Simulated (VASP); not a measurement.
A run of VASP 6.6.1:

File INCAR:

```
PREC     = Accurate       # precision mode
ENCUT    = 520            # plane-wave cutoff, eV
EDIFF    = 1E-7           # SCF threshold, eV
ISMEAR   = -1             # smearing method
SIGMA    = 0.05           # smearing width, eV
LREAL    = Auto         
LASPH    = T              # aspherical terms in the spheres
NELM     = 100            # most SCF steps
ALGO     = Normal         # electronic algorithm
ISIF     = 2              # what is computed and relaxed
LWAVE    = F              # write WAVECAR
LCHARG   = F              # write CHGCAR
GGA      = PE             # functional
NBANDS   = 84             # bands
```

The input KPOINTS:

```
Automatic mesh
0
Gamma
  6 6 3
```

File POSCAR:

```
Ta3AsAu2O13
1.0
    5.4520400000      0.0000000000      0.0000000000
   -2.7260200000      4.7216100000      0.0000000000
    0.0000000000      0.0000000000      9.5790200000
Ta As Au O
3 1 2 13
Direct
    0.0000000000      0.0000000000      0.1940800000
    0.0000000000      0.0000000000      0.8059200000
    0.6666700000      0.3333300000      0.0000000000
    0.0000000000      0.0000000000      0.5000000000
    0.3333300000      0.6666700000      0.2742800000
    0.3333300000      0.6666700000      0.7257200000
    0.0000000000      0.0000000000      0.0000000000
    0.2394700000      0.9712900000      0.3640200000
    0.0287100000      0.2681800000      0.3640200000
    0.7318200000      0.7605300000      0.3640200000
    0.2394700000      0.9712900000      0.6359800000
    0.0287100000      0.2681800000      0.6359800000
    0.7318200000      0.7605300000      0.6359800000
    0.3845200000      0.3342500000      0.8584400000
    0.6657500000      0.0502600000      0.8584400000
    0.9497400000      0.6154800000      0.8584400000
    0.3845200000      0.3342500000      0.1415600000
    0.6657500000      0.0502600000      0.1415600000
    0.9497400000      0.6154800000      0.1415600000
```

Potentials or basis: VASP PAW PBE potentials, release 64 (Ta_pv, As, Au, O).

Run with:

```console
$ cat potpaw_PBE.64/Ta_pv/POTCAR potpaw_PBE.64/As/POTCAR potpaw_PBE.64/Au/POTCAR potpaw_PBE.64/O/POTCAR > POTCAR
$ mpirun -np 1 vasp_std > vasp.out
```

Hardware: 1 thread of AMD EPYC 7R43 64-Core Processor (Zen 3) (shared host).

Task: Estimate the wall time of this run.

Result: Wall time 28 min on 1 thread of AMD EPYC 7R43 64-Core Processor (Zen 3) (shared host), peak memory 0.63 GiB. Counts: scf iterations 20, k points 40.
